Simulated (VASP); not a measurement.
# GdN (P-6m2) in VASP: further runs

GdN is run at these levels: r2SCAN; tasks: single point.

All numbers are computed with VASP 6.6.1; they aren't measurements. Logs are shortened: lines on timing, memory, paths and dates and some standing lists are left out, and cuts for length are marked.

### 1 The cell of the first run

Symmetry: P-6m2, No. 187, hexagonal system. The conventional cell has a = 3.387 Å, b = 3.387 Å, c = 3.080 Å, α = 90.00°, β = 90.00°, γ = 120.00°. Gd (site symmetry -6m2) has 6 N at 2.49 Å and 8 Gd at 3.08 to 3.39 Å within 3.4 Å. N (site symmetry -6m2) has 6 Gd at 2.49 Å and 8 N at 3.08 to 3.39 Å within 3.4 Å.

### 2 Single point, r2SCAN, collinear spin, ferromagnetic start (15.30 Å³/atom)

The input, POSCAR:

```
GdN
1.0
    3.3867809642      0.0000000000      0.0000000000
   -1.6933904821      2.9330383520      0.0000000000
    0.0000000000      0.0000000000      3.0801088260
Gd N
1 1
Direct
    0.0000000000      0.0000000000      0.0000000000
    0.6666666667      0.3333333333      0.5000000000
```

The input, INCAR.step1:

```
SYSTEM = GdN
PREC     = Accurate       ! precision mode
ENCUT    = 520            ! plane-wave cutoff, eV
ISMEAR   = 0              ! smearing method
SIGMA    = 0.05           ! smearing width, eV
LREAL    = .FALSE.        ! projectors in reciprocal space
LASPH    = .TRUE.         ! aspherical terms in the spheres
NELM     = 150            ! most SCF steps
ISPIN    = 2              ! spin polarisation
MAGMOM   = 7.62 0         ! initial moments
LMAXMIX  = 6              ! l up to which the mixer works
NBANDS   = 22             ! bands
GGA      = PE             ! functional
ALGO     = Normal         ! electronic algorithm
EDIFF    = 1E-4           ! SCF threshold, eV
LWAVE    = .TRUE.         ! write WAVECAR
LCHARG   = .FALSE.        ! write CHGCAR
```

The input, INCAR.step2:

```
SYSTEM = GdN
PREC     = Accurate       ! precision mode
ENCUT    = 520            ! plane-wave cutoff, eV
EDIFF    = 1E-7           ! SCF threshold, eV
ISMEAR   = 0              ! smearing method
SIGMA    = 0.05           ! smearing width, eV
LREAL    = .FALSE.        ! projectors in reciprocal space
LASPH    = .TRUE.         ! aspherical terms in the spheres
NELM     = 150            ! most SCF steps
ALGO     = Normal         ! electronic algorithm
ISIF     = 2              ! what is computed and relaxed
LWAVE    = .FALSE.        ! write WAVECAR
LCHARG   = .FALSE.        ! write CHGCAR
ISPIN    = 2              ! spin polarisation
MAGMOM   = 7.62 0         ! initial moments
LORBIT   = 11             ! projections on sites
LMAXMIX  = 6              ! l up to which the mixer works
METAGGA  = R2SCAN         ! meta-GGA
LMIXTAU  = .TRUE.       
NBANDS   = 22             ! bands
ISTART   = 1
```

The input, KPOINTS:

```
regular mesh
0
G
  12 12 12
  0 0 0
```

Potentials or basis: VASP PAW PBE potentials, release 64 (Gd, N).

Started as:

```
> cat potpaw_PBE.64/Gd/POTCAR potpaw_PBE.64/N/POTCAR > POTCAR
> cp INCAR.step1 INCAR
> mpirun -np 1 vasp_std > vasp.out
> cp INCAR.step2 INCAR
> mpirun -np 1 vasp_std > vasp.out
```

OUTCAR:

```text
SYSTEM = GdN
   PREC = Accurate
   ENCUT = 520
   EDIFF = 1E-7
   ISMEAR = 0
   LREAL = .FALSE.
   LASPH = .TRUE.
   NELM = 150
   ISIF = 2
   ISPIN = 2
   LORBIT = 11
   METAGGA = R2SCAN
   ISTART = 1

 ion  position               nearest neighbor table
   1  0.000  0.000  0.000-   2 2.49   2 2.49   2 2.49   2 2.49   2 2.49   2 2.49
   2  0.667  0.333  0.500-   1 2.49   1 2.49   1 2.49   1 2.49   1 2.49   1 2.49

  LATTYP: Found a hexagonal cell.
 ALAT       =     3.3867809642
 C/A-ratio  =     0.9094502593

  Lattice vectors:

 A1 = (   3.3867809642,   0.0000000000,   0.0000000000)
 A2 = (  -1.6933904821,   2.9330383520,   0.0000000000)
 A3 = (   0.0000000000,   0.0000000000,   3.0801088260)

Analysis of symmetry for initial positions (statically):
=====================================================================
 Subroutine PRICEL returns:
 Original cell was already a primitive cell.

 Routine SETGRP: Setting up the symmetry group for a
 hexagonal supercell.

 Subroutine GETGRP returns: Found 12 space group operations
 (whereof 12 operations were pure point group operations)
 out of a pool of 24 trial point group operations.

The static configuration has the point symmetry D_3h.

Analysis of symmetry for dynamics (positions and initial velocities):
=====================================================================
 Subroutine PRICEL returns:
 Original cell was already a primitive cell.

 Routine SETGRP: Setting up the symmetry group for a
 hexagonal supercell.

 Subroutine GETGRP returns: Found 12 space group operations
 (whereof 12 operations were pure point group operations)
 out of a pool of 24 trial point group operations.

The dynamic configuration has the point symmetry D_3h.

Analysis of structural, dynamic, and magnetic symmetry:
=====================================================================
 Subroutine PRICEL returns:
 Original cell was already a primitive cell.

 Routine SETGRP: Setting up the symmetry group for a
 hexagonal supercell.

 Subroutine GETGRP returns: Found 12 space group operations
 (whereof 12 operations were pure point group operations)
 out of a pool of 24 trial point group operations.

The overall configuration has the point symmetry D_3h.

 Subroutine INISYM returns: Found 12 space group operations
 (whereof 12 operations are pure point group operations),
 and found     1 'primitive' translations

----------------------------------------------------------------------------------------

                                     Primitive cell

  volume of cell :      30.5964

  direct lattice vectors                    reciprocal lattice vectors
     3.386780964  0.000000000  0.000000000     0.295265626  0.170471688  0.000000000
    -1.693390482  2.933038352  0.000000000     0.000000000  0.340943377  0.000000000
     0.000000000  0.000000000  3.080108826     0.000000000  0.000000000  0.324663853

  length of vectors
     3.386780964  3.386780964  3.080108826     0.340943377  0.340943377  0.324663853

  position of ions in fractional coordinates (direct lattice)
     0.000000000  0.000000000  0.000000000
     0.666666667  0.333333333  0.500000000

  ion indices of the primitive-cell ions
   primitive index   ion index
                 1           1
                 2           2

----------------------------------------------------------------------------------------

 KPOINTS: regular mesh

Automatic generation of k-mesh.
 Grid dimensions read from file:
 generate k-points for:   12   12   12

 Generating k-lattice:

  Cartesian coordinates                     Fractional coordinates (reciprocal lattice)
     0.024605469  0.014205974  0.000000000     0.083333333 -0.000000000  0.000000000
     0.000000000  0.028411948  0.000000000     0.000000000  0.083333333  0.000000000
     0.000000000  0.000000000  0.027055321     0.000000000  0.000000000  0.083333333

  Length of vectors
     0.028411948  0.028411948  0.027055321

  Shift w.r.t. Gamma in fractional coordinates (k-lattice)
     0.000000000  0.000000000  0.000000000

 Subroutine IBZKPT returns following result:
 ===========================================

 Found    133 irreducible k-points:

 Following reciprocal coordinates:
            Coordinates               Weight
  0.000000  0.000000  0.000000      1.000000
  0.083333 -0.000000  0.000000      6.000000
  0.166667  0.000000  0.000000      6.000000
  0.250000  0.000000  0.000000      6.000000
  0.333333  0.000000  0.000000      6.000000
  0.416667  0.000000  0.000000      6.000000
[... 16 lines left out ...]
  0.250000  0.000000  0.083333     12.000000
  0.333333  0.000000  0.083333     12.000000
 [... further k-points ...]
   k-points           NKPTS =    133   k-points in BZ     NKDIM =    133   number of bands    NBANDS=     22
   number of dos      NEDOS =    301   number of ions     NIONS =      2
   total plane-waves  NPLWV =  18816
   dimension x,y,z NGX =    28 NGY =   28 NGZ =   24
   dimension x,y,z NGXF=    56 NGYF=   56 NGZF=   48
   ions per type =               1   1
   NGX,Y,Z   is equivalent  to a cutoff of  13.74, 13.74, 12.95 a.u.
   NGXF,Y,Z  is equivalent  to a cutoff of  27.49, 27.49, 25.91 a.u.
 SYSTEM =  GdN
   PREC   = accura    normal or accurate (medium, high low for compatibility)
   ISTART =      1    job   : 0-new  1-cont  2-samecut
   ICHARG =      0    charge: 1-file 2-atom 10-const
   ISPIN  =      2    spin polarized calculation?
   LNONCOLLINEAR =      F non collinear calculations
   LSORBIT =      F    spin-orbit coupling
   LASPH  =      T    aspherical Exc in radial PAW
   ENCUT  =  520.0 eV  38.22 Ry    6.18 a.u.   6.30  6.30  5.73*2*pi/ulx,y,z
   NELM   =    150;   NELMIN=  2; NELMDL=  0     # of ELM steps
   EDIFF  = 0.1E-06   stopping-criterion for ELM
   LREAL  =      F    real-space projection
   EDIFFG = 0.1E-05   stopping-criterion for IOM
   NSW    =      0    number of steps for IOM
   IBRION =     -1    ionic relax: 0-MD 1-quasi-New 2-CG
   NFREE  =      0    steps in history (QN), initial steepest desc. (CG)
   ISIF   =      2    stress and relaxation
   ISYM   =      2    0-nonsym 1-usesym 2-fastsym
   POTIM  = 0.5000    time-step for ionic-motion
   TEBEG  =    0.0;   TEEND  =   0.0 temperature during run
   PSTRESS=    0.0 pullay stress
   NELECT =      23.0000    total number of electrons
   NUPDOWN=      -1.0000    fix difference up-down
   EMIN   =  10.00;   EMAX   =-10.00  energy-range for DOS
   EFERMI =   0.00;   METHOD = LEGACY
   ISMEAR =     0;   SIGMA  =   0.05  broadening in eV -4-tet -1-fermi 0-gaus
   EFERMI_NEDOS =   21; number of points for ismear=-14 and -15
   IALGO  =     38    algorithm
   IMIX   =      4    mixing-type and parameters
     AMIX     =   0.40;   BMIX     =  1.00
     AMIX_MAG =   1.60;   BMIX_MAG =  1.00
  volume/ion in A,a.u.               =      15.30       103.24
  Fermi-wavevector in a.u.,A,eV,Ry     =   1.488540  2.812932 30.147122  2.215751
  Thomas-Fermi vector in A             =   2.601562
   LORBIT       =     11    0 simple, 1 ext, 2 COOP (PROOUT), +10 PAW based schemes
   METAGGA = R2SCAN    functional components
   LHFCALC =     F    Hartree Fock is set to
   AEXX    =    0.0000 exact exchange contribution
   IVDW    =     0    specifies the selected vdW correction
   LEPSILON=     F    determine dielectric tensor
   LRPA    =     F    only Hartree local field effects (RPA)
 spin polarized calculation
 Gauss-broadening in eV      SIGMA  =   0.05
  energy-cutoff  :      520.00
  volume of cell :       30.60
 maximum number of plane-waves:       851
 NGX is ok and might be reduce to    28
   NGX = 13   NGY = 13   NGZ = 11

 number of electron      23.0000001 magnetization       7.0000001

 Free energy of the ion-electron system (eV)
  ---------------------------------------------------
  ext. energy  EPLUGINS =         0.00000000
  ---------------------------------------------------
  free energy    TOTEN  =       -53.00808876 eV

  energy without entropy =      -53.00799407  energy(sigma->0) =      -53.00804142

 E-fermi :   4.2506     XC(G=0): -12.2831

 val. band max:        4.2399502733   @ k =   0.0833   0.0833   0.0000
 cond. band min:       4.2614533237   @ k =   0.0833   0.0833   0.0000
 fundamental gap:      0.0215030504
 Fermi energy:         4.2506425455

 spin component 1

 k-point     1 :       0.0000    0.0000    0.0000
  band No.  band energies     occupation
      1     -41.8020      1.00000
      2     -18.1071      1.00000
      3     -18.1071      1.00000
      4     -17.8375      1.00000
      5      -9.8599      1.00000
      6      -0.2183      1.00000
[... 14 lines left out ...]
     21      11.5236      0.00000
     22      18.0174      0.00000
[... 552 lines left out ...]
  band No.  band energies     occupation
      1     -41.7195      1.00000
      2     -18.9924      1.00000
      3     -18.2772      1.00000
      4     -17.8402      1.00000
      5      -8.8172      1.00000
      6      -0.2785      1.00000
[... 14 lines left out ...]
     21      12.5617      0.00000
     22      18.1864      0.00000

 [... further k-points ...]

 spin component 2

 k-point     1 :       0.0000    0.0000    0.0000
  band No.  band energies     occupation
      1     -38.1143      1.00000
      2     -15.5059      1.00000
      3     -15.5059      1.00000
      4     -15.1961      1.00000
      5      -9.8493      1.00000
      6       2.4421      1.00000
[... 14 lines left out ...]
     21      13.0593      0.00000
     22      18.9709      0.00000
[... 552 lines left out ...]
  band No.  band energies     occupation
      1     -38.0017      1.00000
      2     -16.7348      1.00000
      3     -15.7253      1.00000
      4     -15.1908      1.00000
      5      -8.6461      1.00000
      6       0.9001      1.00000
[... 14 lines left out ...]
     21      13.6033      0.00000
     22      19.1974      0.00000

 [... further k-points ...]

------------------------ aborting loop because EDIFF is reached ----------------------------------------

  FORCE on cell =-STRESS in cart. coord.  units (eV):
  Direction    XX          YY          ZZ          XY          YZ          ZX
  --------------------------------------------------------------------------------------
  -------------------------------------------------------------------------------------
  Total       -0.0251312     -0.0251312     -0.0003575     -0.0000000      0.0000000      0.0000000
  in kB       -1.3159921     -1.3159921     -0.0187208     -0.0000000      0.0000000      0.0000000
  external PRESSURE =      -0.8835683 kB  Pullay stress =       0.0000000 kB

 VOLUME and BASIS-vectors are now :
 -----------------------------------------------------------------------------
  energy-cutoff  :      520.00
  volume of cell :       30.60
      direct lattice vectors                 reciprocal lattice vectors
     3.386780964  0.000000000  0.000000000     0.295265626  0.170471688  0.000000000
    -1.693390482  2.933038352  0.000000000     0.000000000  0.340943377  0.000000000
     0.000000000  0.000000000  3.080108826     0.000000000  0.000000000  0.324663853

 POSITION                                       TOTAL-FORCE (eV/Angst)
 -----------------------------------------------------------------------------------
      0.00000      0.00000      0.00000        -0.000000      0.000000      0.000000
      1.69339      0.97768      1.54005         0.000000     -0.000000      0.000000
 -----------------------------------------------------------------------------------
    total drift:                               -0.000000      0.000000      0.000000

  FREE ENERGIE OF THE ION-ELECTRON SYSTEM (eV)
  ---------------------------------------------------
  free  energy   TOTEN  =       -53.0080887592 eV

  energy  without entropy=      -53.0079940746  energy(sigma->0) =      -53.00804142

 total charge

# of ion       s       p       d       f       tot
--------------------------------------------------
    1        2.047   5.669   0.555   7.001  15.271
    2        1.250   2.427   0.000   0.000   3.677
--------------------------------------------------
tot          3.297   8.096   0.555   7.001  18.949

 magnetization (x)

# of ion       s       p       d       f       tot
--------------------------------------------------
    1       -0.007  -0.127   0.086   6.834   6.786
    2       -0.008  -0.081   0.000   0.000  -0.089
--------------------------------------------------
tot         -0.015  -0.208   0.086   6.834   6.696
```

Run time: 7 min. Hardware: 1 thread of Intel Xeon 6975P-C (Granite Rapids), shared host; peak memory 0.3 GiB.

What came out:

- Free energy: -53.0081 eV
- Pressure: -0.1 GPa
- Net moment: 7.00 μB per cell
- Site moments: Gd +6.79; N -0.09 μB
- Valence electrons inside the program's atomic spheres: Gd 15.27; N 3.68

Levels at points of the mesh, in eV from the Fermi level:
Spin up:
```
           k point  band 11  band 12  band 13  band 14  band 15  band 16  band 17  band 18  band 19  band 20
(0.00, 0.00, 0.00)    -4.29    -4.23    -1.86    -1.86    -0.34     0.34     3.27     6.07     6.07     7.27
(0.50, 0.00, 0.00)    -4.23    -4.18    -3.78    -1.24    -0.44     0.12     5.47     6.47     7.37     7.69
(0.00, 0.00, 0.50)    -4.19    -4.19    -4.12    -1.02    -1.02     3.06     3.06     5.24     5.36     5.36
(0.50, 0.00, 0.50)    -4.26    -4.20    -3.36    -2.60    -2.38     2.92     5.75     7.59     8.54     9.05
```
Spin down:
```
           k point  band 4  band 5  band 6  band 7  band 8  band 9  band 10  band 11  band 12  band 13
(0.00, 0.00, 0.00)  -19.45  -14.10   -1.81   -1.81   -0.27    0.60     1.91     2.72     2.72     2.83
(0.50, 0.00, 0.00)  -19.25  -12.62   -3.59   -1.50   -0.87    1.01     2.53     2.57     2.87     2.93
(0.00, 0.00, 0.50)  -19.54  -11.96   -4.35   -1.52   -1.52    2.20     2.56     2.99     3.02     3.02
(0.50, 0.00, 0.50)  -19.80  -13.35   -3.10   -2.54   -2.41    2.63     2.64     2.66     2.85     2.91
```

Caveat: the PAW data sets were made with another functional, which shifts forces and pressure a little; spin-orbit coupling is left out, which moves the levels of the heavy elements; a cell with one magnetic atom can't hold antiferromagnetic order, which such compounds often take; semilocal functionals describe open f shells poorly, which spoils levels, moments and volumes.

### 3 Single point, r2SCAN, collinear spin, ferromagnetic start

POSCAR is that of step 2.

The input, INCAR.step1:

```
SYSTEM = GdN
ALGO = Normal ; EDIFF = 1E-4
ENCUT = 520 ; GGA = PE
ISMEAR = 0 ; ISPIN = 2
LASPH = .TRUE. ; LCHARG = .FALSE.
LMAXMIX = 6 ; LREAL = .FALSE.
LWAVE = .TRUE. ; MAGMOM = 0.5 0
NBANDS = 22 ; NELM = 150
PREC = Accurate ; SIGMA = 0.05
```

The input, INCAR.step2:

```
SYSTEM = GdN
ALGO = Normal ; EDIFF = 1E-6
ENCUT = 520 ; ISIF = 2
ISMEAR = 0 ; ISPIN = 2
ISTART = 1 ; LASPH = .TRUE.
LCHARG = .TRUE. ; LELF = .TRUE.
LMAXMIX = 6 ; LMIXTAU = .TRUE.
LORBIT = 11 ; LREAL = .FALSE.
LVHAR = .TRUE. ; LWAVE = .FALSE.
MAGMOM = 0.5 0 ; METAGGA = R2SCAN
NBANDS = 22 ; NELM = 150
PREC = Accurate ; SIGMA = 0.05
```

The input, KPOINTS:

```
k-points
0
G
  12 12 12
  0 0 0
```

Potentials or basis: VASP PAW PBE potentials, release 64 (Gd, N).

Started as:

```
> cat potpaw_PBE.64/Gd/POTCAR potpaw_PBE.64/N/POTCAR > POTCAR
> cp INCAR.step1 INCAR
> mpirun -np 1 vasp_std > vasp.out
> cp INCAR.step2 INCAR
> mpirun -np 1 vasp_std > vasp.out
```

Wall time 5.7 min (1 thread of Intel Xeon 6975P-C (Granite Rapids), shared host); peak memory 0.3 GiB.

Results (log left out):

```
Free energy                                           : -53.0081 eV
Pressure                                              : -0.1 GPa
Net moment                                            : 7.00 μB per cell
Site moments                                          : Gd +6.79; N -0.09 μB
Valence electrons inside the program's atomic spheres : Gd 15.27; N 3.68
```

Stress tensor (GPa, compression positive):
```
-0.13  0.00  0.00
 0.00 -0.13  0.00
 0.00  0.00  0.00
```

Levels at points of the mesh, in eV from the Fermi level:
Spin up:
```tsv
k point	band 12	band 13	band 14	band 15	band 16	band 17	band 18	band 19
(0.00, 0.00, 0.00)	-4.23	-1.86	-1.86	-0.34	0.34	3.27	6.07	6.07
(0.50, 0.00, 0.00)	-4.18	-3.78	-1.24	-0.44	0.12	5.47	6.47	7.37
(0.00, 0.00, 0.50)	-4.19	-4.12	-1.02	-1.02	3.06	3.06	5.24	5.36
(0.50, 0.00, 0.50)	-4.20	-3.36	-2.60	-2.38	2.92	5.75	7.59	8.54
```
Spin down:
| k point | band 6 | band 7 | band 8 | band 9 | band 10 | band 11 |
| --- | --- | --- | --- | --- | --- | --- |
| (0.00, 0.00, 0.00) | -1.81 | -1.81 | -0.27 | 0.60 | 1.91 | 2.72 |
| (0.50, 0.00, 0.00) | -3.59 | -1.50 | -0.87 | 1.01 | 2.53 | 2.57 |
| (0.00, 0.00, 0.50) | -4.35 | -1.52 | -1.52 | 2.20 | 2.56 | 2.99 |
| (0.50, 0.00, 0.50) | -3.10 | -2.54 | -2.41 | 2.63 | 2.64 | 2.66 |

Caveat: the PAW data sets were made with another functional, which shifts forces and pressure a little; spin-orbit coupling is left out, which moves the levels of the heavy elements; a cell with one magnetic atom can't hold antiferromagnetic order, which such compounds often take; semilocal functionals describe open f shells poorly, which spoils levels, moments and volumes. The state reached can hang on the start; a lower one may exist.

[end of part 1 of 3]
